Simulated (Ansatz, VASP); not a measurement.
# Ru: VASP beside Ansatz

```
Ru
1.0
     2.84748    0.00000    0.00000
    -1.42374    2.46599    0.00000
     0.00000    0.00000    4.23363
Ru
2
Direct
  0.33333 0.66667 0.25000
  0.66667 0.33333 0.75000
```

Alike in both runs: task single point; functional PBE; k mesh 21 × 21 × 12; occupations gaussian, width 0.15 eV; no spin polarisation.

```csv
,VASP,Ansatz
version,VASP 6.6.1,Ansatz 0.2.0
potentials or method,"VASP PAW PBE potentials, release 64 (Ru_pv), cutoff 520 eV","scalar-relativistic, plane waves, PAW"
valence electrons in the cell,28,32
```

Ansatz gave:

```
gap on the k mesh at the Fermi level (eV)                     : none
pressure (GPa)                                                : -18.2
traceless stress, the component that is largest in VASP (GPa) : 11.91
```

Problem. Which values does VASP return?

Solution. gap on the k mesh at the Fermi level (eV): none; pressure (GPa): -18.3; traceless stress, the component that is largest in VASP (GPa): 11.89.

A gap of «none» marks a metal or a gap that the smearing closes. With one functional, cell and mesh, what is left measures potentials, basis and numerics. VASP's potentials hold 28 valence electrons a cell and Ansatz's 32, so a difference there can come from the potentials and not from the codes.
